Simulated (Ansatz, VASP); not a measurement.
**MgS in VASP and in Ansatz**

```
Mg S
1.0
     0.01282    2.57059    2.57059
     2.57059    0.01282    2.57059
     2.57059    2.57059    0.01282
Mg S
1 1
Direct
  0.00000 0.00000 0.00000
  0.50000 0.50000 0.50000
```

Change from the starting cell: equal xy, yz and zx engineering shears of +0.5 %.

Alike in both runs: task relaxation of the atoms; functional LDA; k mesh 8 × 8 × 8; no spin polarisation.

|  | VASP | Ansatz |
| --- | --- | --- |
| version | VASP 6.6.1 | Ansatz 0.2.0 |
| potentials or method | VASP PAW LDA potentials, release 64 (Mg, S), cutoff 520 eV | all-electron LAPW, scalar-relativistic |
| occupations | gaussian, width 0.01 eV | fixed |

|  | VASP | Ansatz | Ansatz less VASP |
| --- | --- | --- | --- |
| gap on the k mesh at the Fermi level, each at its own relaxed structure (eV) | 2.62 | 2.63 | +0.001 |

LDA's correlation is that of Perdew and Zunger in VASP and of Perdew and Wang (1992) in Ansatz. Ansatz ran all-electron here, and VASP with PAW potentials.

Noted on VASP's run: the relaxation stopped at its first step, so nothing moved.
